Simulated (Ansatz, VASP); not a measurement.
# SrO: VASP beside Ansatz

```
Sr O
1.0
     0.00000    2.70129    2.80518
     2.70129    0.00000    2.80518
     2.70129    2.70129    0.00000
Sr O
1 1
Direct
  0.00000 0.00000 0.00000
  0.50000 0.50000 0.50000
```

Change from the starting cell: strain +0.040 along x and y, +0.080 along z, atoms carried along.

Alike in both runs: task single point; functional PBE; k mesh 8 × 8 × 8; occupations gaussian, width 0.05 eV; no spin polarisation.

|  | VASP | Ansatz |
| --- | --- | --- |
| version | VASP 6.6.1 | Ansatz 0.2.0 |
| potentials or method | VASP PAW PBE potentials, release 64 (Sr_sv, O), cutoff 520 eV | scalar-relativistic, plane waves, PAW |
| valence electrons in the cell | 16 | 16 |

```tsv
	VASP	Ansatz	Ansatz less VASP
gap on the k mesh at the Fermi level (eV)	2.76	2.77	+0.015
least direct gap on the mesh (eV)	2.76	2.77	+0.015
pressure (GPa)	-8.9	-9.1	-0.25
traceless stress, the component that is largest in VASP (GPa)	-0.82	-0.74	+0.078
```

With one functional, cell and mesh, what is left measures potentials, basis and numerics.
